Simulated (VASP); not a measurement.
MgS: electric field gradients with PBEsol

Crystal: MgS.

```
Mg S
1.0
     0.00000    2.60165    2.62767
     2.60165    0.00000    2.62767
     2.60165    2.60165    0.00000
Mg S
1 1
Cartesian
  0.0000 0.0000 0.0000
  2.6016 2.6016 2.6277
```

This cell differs from its parent crystal: zz strain of +1 %.

```json
{"Program": "VASP 6.6.1", "Task": "electric field gradients", "Functional": "PBEsol", "Potentials or basis": "VASP PAW PBE potentials, release 64 (Mg, S)", "Cutoff": "520 eV", "k mesh": "10 × 10 × 10", "Occupations": "fermi-dirac, width 0.03 eV", "Spin": "no spin polarisation", "Dipole correction": "no", "Further INCAR settings": "ALGO = Normal; EDIFF = 1e-08; NBANDS = 11"}
```

```json
{
 "Pressure": "-1.8 GPa",
 "Band gap on the k mesh": "2.64 eV (least direct gap 3.49 eV)",
 "Largest electric field gradient by atom": "Mg +1.6; S +0.7 V/Å²"
}
```

Stress tensor (GPa, compression positive):
```
-1.52  0.00  0.00
 0.00 -1.52  0.00
 0.00  0.00 -2.49
```

Levels at points of the mesh, in eV from the valence-band top:
```csv
k point,band 1,band 2,band 3,band 4,band 5,band 6,band 7,band 8
"(0.00, 0.00, 0.00)",-12.66,-0.04,-0.04,0.00,3.49,7.76,7.87,7.87
"(0.50, 0.00, 0.00)",-11.35,-4.87,-0.63,-0.60,4.36,6.74,6.84,9.93
"(0.50, 0.50, 0.00)",-11.01,-4.24,-1.69,-1.69,2.69,4.27,11.68,12.75
"(0.50, 0.00, 0.50)",-10.97,-4.23,-1.77,-1.69,2.64,4.23,11.78,12.77
```

Electric field gradients, principal values (V/Å²):
```tsv
atom	least	middle	greatest (by size)
1 Mg	-0.794	-0.794	1.587
2 S	-0.369	-0.370	0.740
```

It took 42 s on 1 thread of Intel Xeon 8259CL, on a shared host, peak memory 0.18 GiB.

Caveat: the cell differs from its parent crystal (zz strain of +1 %); without QUAD_EFG the Cq values of the log hold for a quadrupole moment of 1 mb, not for the nuclei; the PAW data sets were made with another functional, which shifts forces and pressure a little. A k mesh can miss the band edges.
